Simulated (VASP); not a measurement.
Write the native input for VASP 6.6.1 that does the following.

```
Task                   : relaxation of cell and atoms
Functional             : PBE
Potentials or basis    : VASP PAW PBE potentials, release 64 (Hf_pv, Si, O)
Cutoff                 : 600 eV
k mesh                 : 6 × 6 × 4
Occupations            : gaussian, width 0.02 eV
Spin                   : no spin polarisation
Dipole correction      : no
Further INCAR settings : ALGO = Normal; EDIFF = 1e-06; IBRION = 2; EDIFFG = -0.01; NSW = 100; ISIF = 3
```

The structure of HfSi3O8 lies in POSCAR:

```
HfSi3O8
1.0
    5.4682793941      0.0000000000      0.0000000000
   -2.7341396970      4.7356688703      0.0000000000
    0.0000000000      0.0000000000      9.3110952828
Hf Si O
1 3 8
Direct
    0.6666666667      0.3333333333      0.9270463685
    0.3333333333      0.6666666667      0.4356131501
    0.3333333333      0.6666666667      0.0887078041
    0.6666666667      0.3333333333      0.5405634197
    0.0204365711      0.5102182856      0.0227625635
    0.4998437077      0.9996874154      0.4876687602
    0.4998437077      0.5001562923      0.4876687602
    0.4897817144      0.5102182856      0.0227625635
    0.6666666667      0.3333333333      0.7150000798
    0.3333333333      0.6666666667      0.2617752068
    0.0003125846      0.5001562923      0.4876687602
    0.4897817144      0.9795634289      0.0227625635
```

One way to write it, as run:

INCAR

```
PREC = Accurate
ENCUT = 600
EDIFF = 1E-6
ISMEAR = 0
SIGMA = 0.02
LREAL = False
LASPH = True
NELM = 80
ALGO = Normal
ISIF = 3
LWAVE = False
LCHARG = False
GGA = PE
IBRION = 2
NSW = 100
EDIFFG = -0.01
```

KPOINTS

```
regular mesh
0
Gamma
  6 6 4
```

Potentials or basis: VASP PAW PBE potentials, release 64 (Hf_pv, Si, O).

Run with:

```console
$ cat potpaw_PBE.64/Hf_pv/POTCAR potpaw_PBE.64/Si/POTCAR potpaw_PBE.64/O/POTCAR > POTCAR
$ mpirun -np 1 vasp_std > vasp.out
```

Results of the run:

| Item | Value |
| --- | --- |
| Relaxed volume | 20.04 Å³/atom |
| Relaxed cell | a = 5.463 Å, b = 5.463 Å, c = 9.303 Å, α = 90.00°, β = 90.00°, γ = 120.00° |
| Space group after relaxing (to 0.1 Å) | P3m1 (No. 156) |
| Energy gained by relaxing | 0.2 meV/atom |
| Ionic steps | 14 |
| Pressure after relaxing | 0.0 GPa |
| Largest force after relaxing | 0.004 eV/Å |
| Band gap on the k mesh | 4.50 eV |

Caveat: spin-orbit coupling is left out, which moves the levels of the heavy elements.

Wall time 54 min on 1 thread of Oxide Virtual Turin-like Processor, with other jobs on the host, peak memory 0.6 GiB.
